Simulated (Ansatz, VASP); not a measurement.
**CdI2: VASP beside Ansatz**

Contents of INCAR:

```
PREC = Accurate
ENCUT = 400
EDIFF = 1E-8
ISMEAR = -1
SIGMA = 0.03
LREAL = False
LASPH = True
NELM = 120
ALGO = Normal
ISIF = 2
LWAVE = False
LCHARG = False
GGA = PS
LEFG = True
NBANDS = 20
GGA_COMPAT = False
```

Contents of KPOINTS:

```
Automatic mesh
0
Gamma
  8 8 4
```

File POSCAR:

```
CdI2
1.0
    3.4952818728      0.0000000000      0.0000000000
   -1.7476409364      3.0270028952      0.0000000000
    0.0000000000      0.0000000000      6.0673408648
Cd I
1 2
Direct
    0.0000000000      0.0000000000      0.0000000000
    0.3333333333      0.6666666667      0.2976039607
    0.6666666667      0.3333333333      0.7023960393
```

Input for Ansatz:

```yaml
crystal:
  lattice:
    - [3.4952818728, 0.0, 0.0]
    - [-1.7476409364, 3.0270028952, 0.0]
    - [0.0, 0.0, 6.0673408648]
  atoms:
    - { symbol: Cd, position: [0.0, 0.0, 0.0] }
    - { symbol: I, position: [0.3333333333, 0.6666666667, 0.2976039607] }
    - { symbol: I, position: [0.6666666667, 0.3333333333, 0.7023960393] }
kpoints:
  mp_grid: { grid: [8, 8, 4] }
  band_path:
    path:
      - [0.0, 0.0, 0.0]
      - [0.5, 0.0, 0.0]
      - [0.3333333333, 0.3333333333, 0.0]
      - [0.0, 0.0, 0.0]
      - [0.0, 0.0, 0.5]
      - [0.5, 0.0, 0.5]
      - [0.3333333333, 0.3333333333, 0.5]
      - [0.0, 0.0, 0.5]
      - [0.5, 0.0, 0.5]
    npoints: 6
scf:
  occupations: { method: fermi_dirac, width: 0.03 }
hamiltonian:
  xc: pbesol
  pseudopotentials: { kind: paw }
output:
  forces: true
  stress: true
  eigenvalues: true
  efg: { contact_densities: true }
  populations: true
```

Change from the starting cell: volume scaled by 0.6, PAW files.

Alike in both runs: task electric field gradients; functional PBEsol; k mesh 8 × 8 × 4; occupations fermi-dirac, width 0.03 eV; no spin polarisation.

```csv
,VASP,Ansatz
version,VASP 6.6.1,Ansatz 0.2.0
potentials or method,"VASP PAW PBE potentials, release 64 (Cd, I)","PAW with Ansatz's default frozen-core files, scalar-relativistic"
plane-wave cutoff (eV),400,420
valence electrons in the cell,26,54
```

VASP gave:

```
pressure (GPa)                                                : 39.1
traceless stress, the component that is largest in VASP (GPa) : 0.11
rms of the force components (eV/Å)                            : 0.048
size of Vzz on the site where it differs most (V/Å²)          : 261.4
```

Task: Which values does Ansatz return?

Result: Pressure (GPa): 38.6; traceless stress, the component that is largest in VASP (GPa): -0.02; rms of the force components (eV/Å): 0.000; size of Vzz on the site where it differs most (V/Å²): 268.5.

VASP's potentials were made for PBE, not for PBEsol. Atom by atom the forces differ by 0.047 eV/Å (rms over components). Both programs put the cell under a high pressure, so it lies far from rest at this level. The functional is the same, so the differences come from potentials, cutoffs and numerics. VASP's potentials hold 26 valence electrons a cell and Ansatz's 54, so a difference there can come from the potentials and not from the codes.

Neither program's run includes spin-orbit coupling.
